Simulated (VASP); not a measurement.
Runs of VASP 6.6.1 on HfO2. The structure is that of space group Fm-3m (No. 225), or close to it. The cells are those of the table. 

```csv
task,cell,k mesh,cutoff (eV),smearing,ions in elastic constants,k mesh for the DOS,occupations for the DOS,gap on the mesh (eV),pressure (GPa)
single point,"a = 3.605 Å, angles 60.0°, 3 atoms",8 × 8 × 8,520,gaussian 0.01 eV,-,-,-,3.76,-3.6
single point,"a = 3.617 Å, angles 60.0°, 3 atoms",6 × 6 × 6,520,gaussian 0.1 eV,-,-,-,(a),-6.0
single point,"a = 3.605 Å, angles 60.0°, 3 atoms",8 × 8 × 8,520,gaussian 0.02 eV,-,-,-,3.76,-3.6
relaxation of cell and atoms,"relaxed from a = 3.605 Å, angles 60.0°, 3 atoms",8 × 8 × 8,600,gaussian 0.01 eV,-,-,-,3.80,0.0
```

Alike in all rows: level PBE; potentials or basis VASP PAW PBE potentials, release 64 (Hf_pv, O); no spin polarisation.

Q: Fill in the values left out.

A: (a) 3.73.

Caveats: spin-orbit coupling is left out, which moves the levels of the heavy elements.

A k mesh can miss the band edges, and the runs leave out spin-orbit coupling on Hf.
